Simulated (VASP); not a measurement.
Input of a VASP 6.6.1 run:

POSCAR

```
YScI6
1.0
    5.5896049872      0.0000000000      0.0000000000
    0.0000000000      5.5896049872      0.0000000000
    0.0000000000      0.0000000000      8.0010833542
Y I Sc
1 6 1
Direct
    0.5000000000      0.5000000000      0.5000000000
    0.5000000000      0.5000000000      0.0000000000
    0.0000000000      0.0000000000      0.5000000000
    0.0000000000      0.5000000000      0.2475251543
    0.5000000000      0.0000000000      0.7524748457
    0.5000000000      0.0000000000      0.2475251543
    0.0000000000      0.5000000000      0.7524748457
    0.0000000000      0.0000000000      0.0000000000
```

The input INCAR.step1:

```
PREC     = Accurate       # precision mode
ENCUT    = 550            # plane-wave cutoff, eV
ISMEAR   = -1             # smearing method
SIGMA    = 0.03           # smearing width, eV
LREAL    = F              # projectors in reciprocal space
LASPH    = T              # aspherical terms in the spheres
NELM     = 120            # most SCF steps
NBANDS   = 42             # bands
GGA      = PE             # functional
ALGO     = Normal         # electronic algorithm
EDIFF    = 1E-5           # SCF threshold, eV
LWAVE    = T              # write WAVECAR
LCHARG   = F              # write CHGCAR
GGA_COMPAT= F
```

The input INCAR.step2:

```
PREC     = Accurate       # precision mode
ENCUT    = 550            # plane-wave cutoff, eV
EDIFF    = 1E-6           # SCF threshold, eV
ISMEAR   = -1             # smearing method
SIGMA    = 0.03           # smearing width, eV
LREAL    = F              # projectors in reciprocal space
LASPH    = T              # aspherical terms in the spheres
NELM     = 120            # most SCF steps
ALGO     = Normal         # electronic algorithm
ISIF     = 2              # what is computed and relaxed
LWAVE    = F              # write WAVECAR
LCHARG   = F              # write CHGCAR
METAGGA  = R2SCAN         # meta-GGA
LMIXTAU  = T            
LUSE_VDW = T            
IVDW_NL  = 2            
BPARAM   = 11.95        
CPARAM   = 0.0093       
NBANDS   = 42             # bands
ISTART   = 1            
GGA_COMPAT= F
```

File KPOINTS:

```
Automatic mesh
0
Gamma
  4 4 4
```

Potentials or basis: VASP PAW PBE potentials, release 64 (Y_sv, I, Sc_sv).

The run is started by

```sh
$ cat potpaw_PBE.64/Y_sv/POTCAR potpaw_PBE.64/I/POTCAR potpaw_PBE.64/Sc_sv/POTCAR > POTCAR
$ cp INCAR.step1 INCAR
$ mpirun -np 1 vasp_std > vasp.out
$ cp INCAR.step2 INCAR
$ mpirun -np 1 vasp_std > vasp.out
```

Task: What does it give for the band gap on the k mesh?

Result: 0.59 eV (least direct gap 0.65 eV).

Task: What does it give for the pressure?

Result: 0.2 GPa.

Forces in eV/Å, atoms in the order of the input:
```
Y    0.000  0.000  0.000
I    0.000  0.000  0.000
I    0.000  0.000  0.000
I    0.000  0.000  0.002
I    0.000  0.000 -0.002
I    0.000  0.000  0.002
I    0.000  0.000 -0.002
Sc   0.000  0.000  0.000
```

Caveat: semilocal functionals underestimate gaps, and a narrow one can read as zero; the PAW data sets were made with another functional, which shifts forces and pressure a little; spin-orbit coupling is left out, which moves the levels of the heavy elements. A k mesh can miss the band edges.
